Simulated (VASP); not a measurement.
# SrO (Fm-3m) in VASP: further runs

The runs below take SrO through single point, with PBE, RPBE, revPBE, BLYP, LDA.

Everything below comes from runs of VASP 6.6.1. Logs are shortened: lines on timing, memory, paths and dates and some standing lists are left out, and cuts for length are marked.

### Step 1. The cell of the first run

It takes space group Fm-3m (No. 225, cubic). The conventional cell has a = 5.133 Å, b = 5.133 Å, c = 5.133 Å, α = 90.00°, β = 90.00°, γ = 90.00°. Sr (site symmetry m-3m) has 6 O at 2.57 Å within 3.4 Å. Within 3.4 Å of O (site symmetry m-3m) lie 6 Sr at 2.57 Å.

### Step 2. Single point, PBE

Input file INCAR:

```
SYSTEM = SrO
PREC     = Accurate       ! precision mode
ENCUT    = 520            ! plane-wave cutoff, eV
EDIFF    = 1E-6           ! SCF threshold, eV
ISMEAR   = 0              ! smearing method
SIGMA    = 0.024          ! smearing width, eV
LREAL    = .FALSE.        ! projectors in reciprocal space
LASPH    = .TRUE.         ! aspherical terms in the spheres
NELM     = 60             ! most SCF steps
ALGO     = Normal         ! electronic algorithm
ISIF     = 2              ! what is computed and relaxed
LWAVE    = .FALSE.        ! write WAVECAR
LCHARG   = .TRUE.         ! write CHGCAR
GGA      = PE             ! functional
LELF     = .TRUE.         ! ELF
LVHAR    = .TRUE.       
NBANDS   = 15             ! bands
```

Input file KPOINTS:

```
regular mesh
0
G
  9 9 9
  0 0 0
```

Input file POSCAR:

```
SrO
1.0
    0.0000000000      2.5663000000      2.5663000000
    2.5663000000      0.0000000000      2.5663000000
    2.5663000000      2.5663000000      0.0000000000
Sr O
1 1
Direct
    0.5000000000      0.5000000000      0.5000000000
    0.0000000000      0.0000000000      0.0000000000
```

Potentials or basis: VASP PAW PBE potentials, release 64 (Sr_sv, O).

Started as:

```
> cat potpaw_PBE.64/Sr_sv/POTCAR potpaw_PBE.64/O/POTCAR > POTCAR
> mpirun -np 1 vasp_std > vasp.out
```

OUTCAR:

```text
SYSTEM = SrO
   PREC = Accurate
   ENCUT = 520
   EDIFF = 1E-6
   ISMEAR = 0
   LREAL = .FALSE.
   LASPH = .TRUE.
   NELM = 60
   ISIF = 2
   GGA = PE

 ion  position               nearest neighbor table
   1  0.500  0.500  0.500-   2 2.57   2 2.57   2 2.57   2 2.57   2 2.57   2 2.57
   2  0.000  0.000  0.000-   1 2.57   1 2.57   1 2.57   1 2.57   1 2.57   1 2.57

  LATTYP: Found a face centered cubic cell.
 ALAT       =     5.1326000000

  Lattice vectors:

 A1 = (   0.0000000000,   2.5663000000,   2.5663000000)
 A2 = (   2.5663000000,   0.0000000000,   2.5663000000)
 A3 = (   2.5663000000,   2.5663000000,   0.0000000000)

Analysis of symmetry for initial positions (statically):
=====================================================================
 Subroutine PRICEL returns:
 Original cell was already a primitive cell.

 Routine SETGRP: Setting up the symmetry group for a
 face centered cubic supercell.

 Subroutine GETGRP returns: Found 48 space group operations
[... 9 lines left out ...]

 Routine SETGRP: Setting up the symmetry group for a
 face centered cubic supercell.

 Subroutine GETGRP returns: Found 48 space group operations
[... 11 lines left out ...]
                                     Primitive cell

  volume of cell :      33.8028

  direct lattice vectors                    reciprocal lattice vectors
     0.000000000  2.566300000  2.566300000    -0.194833028  0.194833028  0.194833028
     2.566300000  0.000000000  2.566300000     0.194833028 -0.194833028  0.194833028
     2.566300000  2.566300000  0.000000000     0.194833028  0.194833028 -0.194833028

  length of vectors
     3.629296265  3.629296265  3.629296265     0.337460704  0.337460704  0.337460704

  position of ions in fractional coordinates (direct lattice)
     0.500000000  0.500000000  0.500000000
     0.000000000  0.000000000  0.000000000

  ion indices of the primitive-cell ions
   primitive index   ion index
                 1           1
                 2           2

----------------------------------------------------------------------------------------

 KPOINTS: regular mesh

Automatic generation of k-mesh.
 Grid dimensions read from file:
 generate k-points for:    9    9    9

 Generating k-lattice:

  Cartesian coordinates                     Fractional coordinates (reciprocal lattice)
    -0.021648114  0.021648114  0.021648114     0.111111111  0.000000000  0.000000000
     0.021648114 -0.021648114  0.021648114     0.000000000  0.111111111  0.000000000
     0.021648114  0.021648114 -0.021648114     0.000000000  0.000000000  0.111111111

  Length of vectors
     0.037495634  0.037495634  0.037495634

  Shift w.r.t. Gamma in fractional coordinates (k-lattice)
     0.000000000  0.000000000  0.000000000

 Subroutine IBZKPT returns following result:
 ===========================================

 Found     35 irreducible k-points:

 Following reciprocal coordinates:
            Coordinates               Weight
  0.000000  0.000000  0.000000      1.000000
  0.111111  0.000000  0.000000      8.000000
  0.222222  0.000000  0.000000      8.000000
  0.333333  0.000000  0.000000      8.000000
  0.444444  0.000000  0.000000      8.000000
  0.111111  0.111111  0.000000      6.000000
[... 16 lines left out ...]
 -0.333333  0.333333  0.000000     12.000000
  0.444444  0.444444  0.000000      6.000000
 [... further k-points ...]
   k-points           NKPTS =     35   k-points in BZ     NKDIM =     35   number of bands    NBANDS=     15
   number of dos      NEDOS =    301   number of ions     NIONS =      2
   total plane-waves  NPLWV =  21952
   dimension x,y,z NGX =    28 NGY =   28 NGZ =   28
   dimension x,y,z NGXF=    56 NGYF=   56 NGZF=   56
   ions per type =               1   1
   NGX,Y,Z   is equivalent  to a cutoff of  12.83, 12.83, 12.83 a.u.
   NGXF,Y,Z  is equivalent  to a cutoff of  25.65, 25.65, 25.65 a.u.
 SYSTEM =  SrO
   PREC   = accura    normal or accurate (medium, high low for compatibility)
   ISTART =      0    job   : 0-new  1-cont  2-samecut
   ICHARG =      2    charge: 1-file 2-atom 10-const
   ISPIN  =      1    spin polarized calculation?
   LNONCOLLINEAR =      F non collinear calculations
   LSORBIT =      F    spin-orbit coupling
   LASPH  =      T    aspherical Exc in radial PAW
   ENCUT  =  520.0 eV  38.22 Ry    6.18 a.u.   6.75  6.75  6.75*2*pi/ulx,y,z
   NELM   =     60;   NELMIN=  2; NELMDL= -5     # of ELM steps
   EDIFF  = 0.1E-05   stopping-criterion for ELM
   LREAL  =      F    real-space projection
   EDIFFG = 0.1E-04   stopping-criterion for IOM
   NSW    =      0    number of steps for IOM
   IBRION =     -1    ionic relax: 0-MD 1-quasi-New 2-CG
   NFREE  =      0    steps in history (QN), initial steepest desc. (CG)
   ISIF   =      2    stress and relaxation
   ISYM   =      2    0-nonsym 1-usesym 2-fastsym
   POTIM  = 0.5000    time-step for ionic-motion
   TEBEG  =    0.0;   TEEND  =   0.0 temperature during run
   PSTRESS=    0.0 pullay stress
   NELECT =      16.0000    total number of electrons
   NUPDOWN=      -1.0000    fix difference up-down
   EMIN   =  10.00;   EMAX   =-10.00  energy-range for DOS
   EFERMI =   0.00;   METHOD = LEGACY
   ISMEAR =     0;   SIGMA  =   0.02  broadening in eV -4-tet -1-fermi 0-gaus
   EFERMI_NEDOS =   21; number of points for ismear=-14 and -15
   IALGO  =     38    algorithm
   IMIX   =      4    mixing-type and parameters
     AMIX     =   0.40;   BMIX     =  1.00
     AMIX_MAG =   1.60;   BMIX_MAG =  1.00
  volume/ion in A,a.u.               =      16.90       114.06
  Fermi-wavevector in a.u.,A,eV,Ry     =   1.275843  2.410995 22.147245  1.627777
  Thomas-Fermi vector in A             =   2.408533
   LORBIT       =      0    0 simple, 1 ext, 2 COOP (PROOUT), +10 PAW based schemes
   GGA     = PE    functional components
   LHFCALC =     F    Hartree Fock is set to
   AEXX    =    0.0000 exact exchange contribution
   IVDW    =     0    specifies the selected vdW correction
   LEPSILON=     F    determine dielectric tensor
   LRPA    =     F    only Hartree local field effects (RPA)
 non-spin polarized calculation
 Gauss-broadening in eV      SIGMA  =   0.02
  energy-cutoff  :      520.00
  volume of cell :       33.80
 maximum number of plane-waves:       941
   NGX = 13   NGY = 13   NGZ = 13

 number of electron      15.9999996 magnetization

 Free energy of the ion-electron system (eV)
  ---------------------------------------------------
  ext. energy  EPLUGINS =         0.00000000
  ---------------------------------------------------
  free energy    TOTEN  =       -12.03701882 eV

  energy without entropy =      -12.03701882  energy(sigma->0) =      -12.03701882

 E-fermi :   1.9304     XC(G=0): -10.0524

 val. band max:        1.6892917267   @ k =   0.0000   0.0000   0.0000
 cond. band min:       5.0090644143   @ k =   0.4444   0.4444   0.0000
 fundamental gap:      3.3197726876
 Fermi energy:         1.9304369202

 k-point     1 :       0.0000    0.0000    0.0000
  band No.  band energies     occupation
      1     -30.6804      2.00000
      2     -13.4084      2.00000
      3     -12.3125      2.00000
      4     -12.3125      2.00000
      5     -12.3125      2.00000
      6       1.6893      2.00000
      7       1.6893      2.00000
      8       1.6893      2.00000
      9       5.7119      0.00000
     10       7.9121      0.00000
     11       7.9121      0.00000
     12       7.9121      0.00000
     13      10.0916      0.00000
     14      10.0916      0.00000
     15      14.4279      0.00000

 k-point     2 :       0.1111    0.0000    0.0000
  band No.  band energies     occupation
      1     -30.6642      2.00000
      2     -13.7132      2.00000
      3     -12.3224      2.00000
      4     -12.3224      2.00000
      5     -12.0473      2.00000
      6       1.3192      2.00000
      7       1.5290      2.00000
      8       1.5290      2.00000
      9       6.2767      0.00000
     10       7.7854      0.00000
     11       8.1563      0.00000
     12       8.1563      0.00000
     13      10.4199      0.00000
     14      10.4199      0.00000
     15      15.2331      0.00000

 k-point     3 :       0.2222    0.0000    0.0000
  band No.  band energies     occupation
      1     -30.6226      2.00000
      2     -14.2298      2.00000
      3     -12.3472      2.00000
      4     -12.3472      2.00000
      5     -11.6321      2.00000
      6       0.5892      2.00000
      7       1.1603      2.00000
      8       1.1603      2.00000
      9       7.5307      0.00000
     10       7.7330      0.00000
     11       8.8352      0.00000
     12       8.8352      0.00000
     13      11.2678      0.00000
     14      11.2678      0.00000
     15      17.0306      0.00000

 k-point     4 :       0.3333    0.0000    0.0000
  band No.  band energies     occupation
      1     -30.5747      2.00000
      2     -14.6656      2.00000
      3     -12.3749      2.00000
      4     -12.3749      2.00000
      5     -11.3121      2.00000
      6      -0.0679      2.00000
      7       0.7903      2.00000
      8       0.7903      2.00000
      9       7.9000      0.00000
     10       9.0160      0.00000
     11       9.7507      0.00000
     12       9.7507      0.00000
     13      12.3726      0.00000
     14      12.3726      0.00000
     15      17.6183      0.00000
[... 307 lines left out ...]
 k-point    22 :      -0.4444    0.3333    0.0000
  band No.  band energies     occupation
      1     -30.5029      2.00000
      2     -14.1603      2.00000
      3     -13.0435      2.00000
      4     -12.5934      2.00000
      5     -11.9673      2.00000
      6       0.8199      2.00000
      7       1.1470      2.00000
      8       1.1821      2.00000
      9       6.2438      0.00000
     10       9.7426      0.00000
     11      10.5213      0.00000
     12      11.9028      0.00000
     13      12.6730      0.00000
     14      14.8713      0.00000
     15      15.0203      0.00000

 k-point    23 :      -0.3333    0.3333    0.0000
  band No.  band energies     occupation
      1     -30.5067      2.00000
      2     -14.3903      2.00000
      3     -13.0112      2.00000
      4     -12.5192      2.00000
      5     -11.6634      2.00000
      6       0.3635      2.00000
      7       0.8795      2.00000
      8       1.2090      2.00000
      9       7.3911      0.00000
     10       8.9142      0.00000
     11      10.6986      0.00000
     12      11.2747      0.00000
     13      13.0528      0.00000
     14      14.5442      0.00000
     15      16.7869      0.00000

 k-point    24 :       0.4444    0.4444    0.0000
  band No.  band energies     occupation
      1     -30.5032      2.00000
      2     -13.6834      2.00000
      3     -12.9345      2.00000
      4     -12.6737      2.00000
      5     -12.6737      2.00000
      6       1.1557      2.00000
      7       1.5970      2.00000
      8       1.5970      2.00000
      9       5.0091      0.00000
     10       9.4193      0.00000
     11      11.8280      0.00000
     12      12.1120      0.00000
     13      12.6486      0.00000
     14      12.6486      0.00000
     15      15.8627      0.00000

 [... further k-points ...]
[... 5 lines left out ...]
  --------------------------------------------------------------------------------------
  -------------------------------------------------------------------------------------
  Total        0.8281785      0.8281785      0.8281785      0.0000000      0.0000000     -0.0000000
  in kB       39.2538499     39.2538499     39.2538499      0.0000000      0.0000000     -0.0000000
  external PRESSURE =      39.2538499 kB  Pullay stress =       0.0000000 kB

 VOLUME and BASIS-vectors are now :
 -----------------------------------------------------------------------------
  energy-cutoff  :      520.00
  volume of cell :       33.80
      direct lattice vectors                 reciprocal lattice vectors
     0.000000000  2.566300000  2.566300000    -0.194833028  0.194833028  0.194833028
     2.566300000  0.000000000  2.566300000     0.194833028 -0.194833028  0.194833028
     2.566300000  2.566300000  0.000000000     0.194833028  0.194833028 -0.194833028

 POSITION                                       TOTAL-FORCE (eV/Angst)
 -----------------------------------------------------------------------------------
      2.56630      2.56630      2.56630         0.000000     -0.000000     -0.000000
      0.00000      0.00000      0.00000        -0.000000      0.000000      0.000000
 -----------------------------------------------------------------------------------
    total drift:                                0.000000      0.000000      0.000000

  FREE ENERGIE OF THE ION-ELECTRON SYSTEM (eV)
  ---------------------------------------------------
  free  energy   TOTEN  =       -12.0370188185 eV

  energy  without entropy=      -12.0370188185  energy(sigma->0) =      -12.03701882
```

It took 36 s on 1 thread of Intel Xeon 8259CL, shared host; peak memory 0.16 GiB.

Results:

```
Free energy            : -12.0370 eV
Pressure               : 3.9 GPa
Band gap on the k mesh : 3.32 eV, indirect (least direct gap 3.41 eV)
```

Levels at points of the mesh, in eV from the valence-band top:
```tsv
k point	band 5	band 6	band 7	band 8	band 9	band 10	band 11	band 12
(0.00, 0.00, 0.00)	-14.00	0.00	0.00	0.00	4.02	6.22	6.22	6.22
```

A k mesh can miss the band edges. As with any semilocal functional, this PBE gap is likely too small.

[end of part 1 of 2]
